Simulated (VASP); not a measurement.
A run of VASP 6.6.1 is set up as follows.

Contents of INCAR:

```
SYSTEM = CdS
PREC     = Accurate       ! precision mode
ENCUT    = 520            ! plane-wave cutoff, eV
EDIFF    = 1E-6           ! SCF threshold, eV
ISMEAR   = 1              ! smearing method
SIGMA    = 0.1            ! smearing width, eV
LREAL    = .FALSE.        ! projectors in reciprocal space
LASPH    = .TRUE.         ! aspherical terms in the spheres
NELM     = 80             ! most SCF steps
ALGO     = Normal         ! electronic algorithm
ISIF     = 2              ! what is computed and relaxed
LWAVE    = .FALSE.        ! write WAVECAR
LCHARG   = .FALSE.        ! write CHGCAR
GGA      = PE             ! functional
IVDW     = 12             ! dispersion correction
NBANDS   = 16             ! bands
```

The input KPOINTS:

```
Automatic mesh
0
G
  6 6 6
  0 0 0
```

File POSCAR:

```
CdS
1.0
    0.0000000000      2.8919904379      2.8919904379
    2.8919904379      0.0000000000      2.8919904379
    2.8919904379      2.8919904379      0.0000000000
Cd S
1 1
Direct
    0.0000000000      0.0000000000      0.0000000000
    0.2500000000      0.2500000000      0.2500000000
```

Potentials or basis: VASP PAW PBE potentials, release 64 (Cd, S).

Run with:

```console
$ cat potpaw_PBE.64/Cd/POTCAR potpaw_PBE.64/S/POTCAR > POTCAR
$ mpirun -np 1 vasp_std > vasp.out
```

Q: Estimate the band gap on the k mesh.

A: 1.20 eV, direct.

Q: What does it give for the pressure?

A: 2.7 GPa.

Q: Predict the dispersion energy per atom.

A: -0.316 eV.

A hybrid or GW would open this gap; PBE tends to underestimate it.
